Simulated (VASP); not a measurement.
A run of VASP 6.6.1 is set up as follows.

INCAR

```
  ALGO = Normal
  EDIFF = 1E-6
  ENCUT = 520
  GGA = PS
  ISIF = 2
  ISMEAR = 0
  LASPH = T
  LCHARG = T
  LELF = T
  LREAL = Auto
  LVHAR = T
  LWAVE = F
  NBANDS = 168
  NELECT = 264.0
  NELM = 100
  PREC = Accurate
  SIGMA = 0.05
```

The input KPOINTS:

```
k-points
0
Gamma
  1 1 1
```

The input POSCAR:

```
Si62Ge
1.0
   10.8600000000      0.0000000000      0.0000000000
    0.0000000000     10.8600000000      0.0000000000
    0.0000000000      0.0000000000     10.8600000000
Si Ge
62 1
Direct
    0.4818351750      0.0066010129     -0.0196300184
    0.6165151013      0.1208274401      0.1150684162
    0.7531907919      0.2463177716      0.0030569061
    0.8775193370      0.3748979742      0.1256087477
    0.7427581031     -0.0013602210      0.2472544199
    0.8719806630      0.1233826888      0.3712813996
    0.0014587477      0.0013767035     -0.0004110497
    0.1270308471      0.1266970534      0.1249628913
    0.2514793738      0.2542023020      0.0024957643
    0.3787354512      0.3771582873      0.1278840700
    0.4999430939      0.5026175875     -0.0017472376
    0.6250325967      0.6262943831      0.1242848987
    0.7477383057      0.7535166667     -0.0002564457
    0.8760629834      0.8753510129      0.1247530387
    0.2500291897      0.0008103131      0.2507996317
    0.3765437385      0.1278695212      0.3728488950
    0.5030100368      0.2498113260      0.2473200737
    0.6269316759      0.3735580110      0.3755577348
    0.7496599448      0.5000811234      0.2495901473
    0.8754407919      0.6243363720      0.3744855433
    0.4975767956      0.0037749540      0.5005534070
    0.6253594843      0.1268509208      0.6259532228
    0.7527866483      0.2490600368      0.5014681400
    0.8835205341      0.3669135359      0.6270476059
    0.7501982505      0.0001858195      0.7496897790
    0.8777880295      0.1246160221      0.8724043278
   -0.0047394107      0.5031936464     -0.0044440147
    0.1227114180      0.6179947514      0.1287526703
    0.2498861878      0.7442821363      0.0070303867
    0.3746943831      0.8791160221      0.1204827808
    0.0009823204      0.2489445672      0.2522132597
    0.1270127993      0.3613697974      0.3879418048
    0.2463569982      0.4925052486      0.2573086556
    0.3712644567      0.6296961326      0.3704120626
    0.4988705341      0.7534512891      0.2472209024
    0.6241870166      0.8707302947      0.3790558932
    0.0038194291      0.0069862799      0.5014211786
    0.2600315838      0.2413275322      0.5161794659
    0.3811651013      0.3816134438      0.6234566298
    0.4994104972      0.5067868324      0.4930674033
    0.6251320442      0.6245732044      0.6236263352
    0.7536426335      0.7493896869      0.5043172192
    0.8788780847      0.8796117864      0.6224853591
    0.3522325967      0.1374578269      0.8499758748
    0.5015726519      0.2555448435      0.7493918048
    0.6286937385      0.3716920810      0.8805428177
    0.7502780847      0.4956888582      0.7506403315
    0.8704969613      0.6290494475      0.8705244015
    0.0006641805      0.7492340700      0.2501801105
    0.1222394107      0.8763022099      0.3756526703
    0.0002117864      0.4977379374      0.5002754144
    0.1245978821      0.6249950276      0.6245198895
    0.2475861878      0.7525744015      0.5014205341
    0.3682907919      0.8815902394      0.6229472376
    0.0147348066      0.2383737569      0.7509883978
    0.1251485267      0.3743093002      0.8762534070
    0.2498018416      0.5001870166      0.7498883978
    0.3738352670      0.6271387661      0.8729953959
    0.4947389503      0.7543497238      0.7467312155
    0.6202480663      0.8767848066      0.8729799263
   -0.0001607735      0.7514246777      0.7486632597
    0.1193295580      0.8614161142      0.8861303867
    0.1851465930      0.0919104972      0.6737405157
```

Potentials or basis: VASP PAW PBE potentials, release 64 (Si, Ge_d).

The run is started by

```sh
$ cat potpaw_PBE.64/Si/POTCAR potpaw_PBE.64/Ge_d/POTCAR > POTCAR
$ mpirun -np 1 vasp_gam > vasp.out
```

Task: Estimate the largest force.

Result: 0.079 eV/Å.

Forces on the atoms (eV/Å):
```
Si  -0.006  0.009 -0.009
Si  -0.001 -0.003  0.000
Si  -0.001 -0.004  0.004
Si   0.001  0.001 -0.001
Si   0.007  0.001  0.001
Si   0.008  0.001  0.007
Si  -0.001  0.011  0.001
Si   0.005  0.005  0.003
Si  -0.002  0.000  0.003
Si   0.006 -0.006 -0.005
Si   0.002  0.001 -0.001
Si   0.002  0.004  0.000
Si  -0.002  0.006  0.000
Si   0.013  0.001 -0.003
Si   0.001 -0.003  0.003
Si  -0.006 -0.002  0.003
Si   0.002 -0.009  0.006
Si   0.002 -0.006  0.001
Si  -0.003  0.000 -0.004
Si  -0.001  0.001 -0.002
Si   0.007  0.004  0.001
Si   0.004  0.003  0.004
Si   0.002 -0.001  0.002
Si   0.004  0.003 -0.004
Si   0.004  0.001 -0.002
Si  -0.004  0.006  0.000
Si   0.000  0.009  0.003
Si   0.005  0.004  0.002
Si   0.010 -0.006  0.008
Si   0.006  0.003  0.000
Si  -0.003  0.000 -0.002
Si  -0.003  0.004 -0.009
Si   0.002 -0.001 -0.006
Si   0.004 -0.002 -0.002
Si  -0.001  0.003 -0.003
Si   0.001  0.001 -0.001
Si   0.029  0.013  0.022
Si  -0.016  0.012 -0.006
Si   0.001  0.007  0.002
Si   0.004  0.000 -0.001
Si   0.009 -0.005  0.002
Si   0.001  0.003  0.001
Si   0.002  0.002  0.002
Si  -0.024 -0.013 -0.016
Si  -0.005 -0.005  0.000
Si  -0.008 -0.004 -0.002
Si   0.001 -0.013 -0.001
Si  -0.003  0.000  0.003
Si   0.001  0.000  0.005
Si   0.005 -0.002  0.005
Si  -0.001  0.010 -0.003
Si   0.003 -0.002  0.000
Si   0.000 -0.006  0.000
Si   0.023 -0.020  0.004
Si  -0.001  0.010  0.002
Si  -0.005  0.008  0.009
Si  -0.006  0.002  0.000
Si   0.003 -0.004  0.001
Si   0.016 -0.017  0.003
Si   0.003 -0.001  0.002
Si  -0.010 -0.011 -0.007
Si  -0.022 -0.026  0.017
Ge  -0.064  0.023 -0.040
```

Caveat: the k points lie up to 0.58 Å⁻¹ apart; the cell carries a net charge on a neutralising background, which shifts energy and pressure; the PAW data sets were made with another functional, which shifts forces and pressure a little.
